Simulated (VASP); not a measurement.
Runs of VASP 6.6.1 on GdRe. The structure is that of space group Pm-3m (No. 221), or close to it. The cells are those of the table. 

```csv
spin,cell,gap on the mesh (eV),pressure (GPa),moment (μB)
off,"a = 3.475 Å, 2 atoms",none,-1.9,-
"collinear, ferrimagnetic start","a = 3.428 Å, 2 atoms",none,(b),7.03
"collinear, ferromagnetic start","a = 3.475 Å, 2 atoms",none,(a),7.13
"collinear, ferrimagnetic start","a = 3.588 Å, 2 atoms",none,-9.0,7.11
"collinear, ferrimagnetic start","a = 3.555 Å, 2 atoms",none,-6.8,7.13
```

Alike in all rows: task single point; level PBE+U; potentials or basis VASP PAW PBE potentials, release 64 (Gd, Re); Gd f U = 6.0 eV; k mesh 8 × 8 × 8; cutoff (eV) 520; smearing gaussian 0.05 eV.

Problem. Fill in the values left out.

Solution. (a) 0.1; (b) 5.2.

Caveats: spin-orbit coupling is left out, which moves the levels of the heavy elements; U without spin polarisation on a metal has little footing (some runs).

A k mesh can miss the band edges, and the runs leave out spin-orbit coupling on Gd, Re.

A gap of «none» marks levels without a gap at the run's occupations.
